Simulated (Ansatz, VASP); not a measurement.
Given: the input of a run of Ansatz 0.2.0 on SnTe.

input.yaml

```yaml
crystal:
  lattice:
    - [0.0, 3.611146, 3.611146]
    - [3.611146, 0.0, 3.611146]
    - [3.611146, 3.611146, 0.0]
  atoms:
    - { symbol: Te, position: [0.25, 0.25, 0.25] }
    - { symbol: Sn, position: [0.0, 0.0, 0.0] }
kpoints:
  mp_grid: { grid: [7, 7, 7] }
scf:
  occupations: { method: fermi_dirac, width: 0.05 }
hamiltonian:
  xc: lda
  pseudopotentials: { kind: all_electron, lapw: { basis_error: 0.001 } }
output:
  forces: true
  stress: true
  eigenvalues: true
```

Potentials or basis: all-electron LAPW, scalar-relativistic.

Command:

```sh
$ ansatz run input.yaml --threads 1 --pin off --max-ram 3072MiB --backend cpu --events-out ev --progress --plain --runs-dir out
```

**Question.** Set up the same calculation for VASP 6.6.1. Potentials there: VASP PAW LDA potentials, release 64 (Te, Sn_d).

**Answer.** As run (the cutoff follows the program's own potentials):

INCAR

```
SYSTEM = SnTe
ALGO     = Normal         ! electronic algorithm
EDIFF    = 1E-6           ! SCF threshold, eV
ENCUT    = 520            ! plane-wave cutoff, eV
ISIF     = 2              ! what is computed and relaxed
ISMEAR   = -1             ! smearing method
LASPH    = .TRUE.         ! aspherical terms in the spheres
LCHARG   = .FALSE.        ! write CHGCAR
LREAL    = .FALSE.        ! projectors in reciprocal space
LWAVE    = .FALSE.        ! write WAVECAR
NBANDS   = 17             ! bands
NELM     = 100            ! most SCF steps
PREC     = Accurate       ! precision mode
SIGMA    = 0.05           ! smearing width, eV
```

KPOINTS

```
k-points
0
G
  7 7 7
  0 0 0
```

The input POSCAR:

```
SnTe
1.0
    0.0000000000      3.6111460000      3.6111460000
    3.6111460000      0.0000000000      3.6111460000
    3.6111460000      3.6111460000      0.0000000000
Te Sn
1 1
Direct
    0.2500000000      0.2500000000      0.2500000000
    0.0000000000      0.0000000000      0.0000000000
```

Potentials or basis: VASP PAW LDA potentials, release 64 (Te, Sn_d).

Run with:

```console
$ cat potpaw_LDA.64/Te/POTCAR potpaw_LDA.64/Sn_d/POTCAR > POTCAR
$ mpirun -np 1 vasp_std > vasp.out
```

Both were run:

|  | VASP | Ansatz | Ansatz less VASP |
| --- | --- | --- | --- |
| gap on the k mesh at the Fermi level (eV) | 0.25 | 0.26 | +0.009 |
| least direct gap on the mesh (eV) | 0.75 | 0.76 | +0.006 |
| pressure (GPa) | -2.2 | -2.2 | -0.01 |

LDA's correlation is that of Perdew and Zunger in VASP and of Perdew and Wang (1992) in Ansatz. Ansatz ran all-electron here, and VASP with PAW potentials.

Spin-orbit coupling is off throughout.
